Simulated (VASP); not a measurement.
The system is SiSbSe.

```xyz
6
Lattice="4.5996 0.0000 0.0000 -2.2998 3.9834 0.0000 0.0000 0.0000 7.6994" Properties=species:S:1:pos:R:3 pbc="T T T"
Si    2.2998    1.3278    7.3721
Si    0.0000    2.6556    3.5224
Sb    2.2998    1.3278    4.1058
Sb    0.0000    2.6556    0.2561
Se    0.0000    0.0000    5.7686
Se    0.0000    0.0000    1.9190
```

- Program: VASP 6.6.1
- Task: relaxation of cell and atoms
- Functional: PBE
- Potentials or basis: VASP PAW PBE potentials, release 64 (Si, Sb, Se)
- Cutoff: 600 eV
- k mesh: 4 × 4 × 2
- Occupations: gaussian, width 0.2 eV
- Spin: no spin polarisation

At the start: pressure -1.1 GPa; volume 23.51 Å³/atom.

How do energy, volume and symmetry change on relaxing?

Over 17 steps the energy falls by 95.1 meV/atom and the volume is 23.02 Å³/atom (-2.1 %); space group P6_3mc (No. 186, to 0.05 Å).

Step by step:
```
step  energy change (eV)  largest force (eV/Å)  pressure (GPa)  volume (Å³)
   1              0.0000                0.7363           -1.11       141.07
   2             -0.1029                0.7296           -0.08       137.78
   3             -0.2215                0.6267            3.91       128.95
   4             -0.2657                0.5737            3.67       129.25
   5             -0.3415                0.2905            3.28       130.16
   6             -0.3964                0.2722            2.01       132.45
   7             -0.4570                0.3115           -0.77       138.33
   8             -0.4574                0.3164           -0.98       138.84
   9             -0.4812                0.3119           -0.82       138.69
  10             -0.5268                0.2872           -0.25       138.20
  11             -0.5045                0.1894            1.18       136.94
  12             -0.5359                0.2497            0.25       137.76
  13             -0.5487                0.1760            0.07       138.26
  14             -0.5620                0.1218           -0.30       139.52
  15             -0.5668                0.1150            0.12       138.49
  16             -0.5677                0.1092            0.44       137.77
  17             -0.5707                0.0638            0.22       138.14
```

Final structure:
```xyz
6
Lattice="4.5398 0.0000 0.0000 -2.2699 3.9316 0.0000 0.0000 0.0000 7.7396" Properties=species:S:1:pos:R:3 pbc="T T T"
Si    2.2699    1.3105    7.0482
Si    0.0000    2.6210    3.1784
Sb    2.2699    1.3105    4.2850
Sb    0.0000    2.6210    0.4152
Se    4.5398    0.0000    6.0035
Se    0.0000    0.0000    2.1337
```

Caveat: the k points lie up to 0.41 Å⁻¹ apart in the final cell; the relaxation stopped at a loose force limit of 0.08 eV/Å, so its end isn't a converged minimum.
